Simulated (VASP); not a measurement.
A run of VASP 6.6.1 is set up as follows.

File INCAR:

```
SYSTEM = SnMo
ALGO = Normal
EDIFF = 1E-6
ENCUT = 520
GGA = PE
ISIF = 2
ISMEAR = 0
ISPIN = 2
LASPH = .True.
LCHARG = .False.
LMAXMIX = 4
LORBIT = 11
LREAL = .False.
LWAVE = .False.
MAGMOM = 0 0.6
NBANDS = 25
NELM = 150
PREC = Accurate
SIGMA = 0.1
```

Contents of KPOINTS:

```
k-points
0
Gamma
  16 16 16
  0 0 0
```

POSCAR

```
SnMo
1.0
    3.3257592057      0.0000000000      0.0000000000
    0.0000000000      3.3257592057      0.0000000000
    0.0000000000      0.0000000000      3.3257592057
Sn Mo
1 1
Direct
    0.5000000000      0.5000000000      0.5000000000
    0.0000000000      0.0000000000      0.0000000000
```

Potentials or basis: VASP PAW PBE potentials, release 64 (Sn_d, Mo_sv).

Run with:

```console
$ cat potpaw_PBE.64/Sn_d/POTCAR potpaw_PBE.64/Mo_sv/POTCAR > POTCAR
$ mpirun -np 1 vasp_std > vasp.out
```

Problem. Predict the net moment.

Solution. 0.31 μB per cell.

Problem. Predict the pressure.

Solution. 0.1 GPa.

Problem. What does it give for the site moments?

Solution. Sn -0.01; Mo +0.28 μB.
